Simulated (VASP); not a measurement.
Set up this calculation in VASP 6.6.1, as the native input.

| Quantity | Value |
| --- | --- |
| Task | single point |
| Functional | RPBE |
| Potentials or basis | VASP PAW PBE potentials, release 64 (Zn) |
| Cutoff | 520 eV |
| k mesh | 10 × 10 × 10 |
| Occupations | fermi-dirac, width 0.1 eV |
| Spin | no spin polarisation |
| Dipole correction | no |
| Further INCAR settings | ALGO = Normal; EDIFF = 1e-06; NBANDS = 19 |

The structure of Zn lies in POSCAR:

```
Zn
1.0
    0.0000000000      2.9045006352      2.9045006352
    2.9045006352      0.0000000000      2.9045006352
    2.9045006352      2.9045006352      0.0000000000
Zn
2
Direct
    0.1250000000      0.1250000000      0.1250000000
    0.8750000000      0.8750000000      0.8750000000
```

This isn't the form of Zn at room conditions, which is hcp.

The input as run:

INCAR

```
PREC = Accurate ; ENCUT = 520
EDIFF = 1E-6 ; ISMEAR = -1
SIGMA = 0.1 ; LREAL = F
LASPH = T ; NELM = 60
ALGO = Normal ; ISIF = 2
LWAVE = F ; LCHARG = F
GGA = RP ; NBANDS = 19
```

KPOINTS

```
regular mesh
0
Gamma
  10 10 10
```

Potentials or basis: VASP PAW PBE potentials, release 64 (Zn).

Command:

```console
$ cat potpaw_PBE.64/Zn/POTCAR > POTCAR
$ mpirun -np 1 vasp_std > vasp.out
```

Results of the run:

```
Pressure               : 2.1 GPa
Band gap on the k mesh : zero (bands 12 and 13 overlap by 5.83 eV)
```

Caveat: the PAW data sets were made with another functional, which shifts forces and pressure a little.

Run time: 62 s on 1 thread of AMD EPYC 7R13 (shared host), peak memory 0.16 GiB.
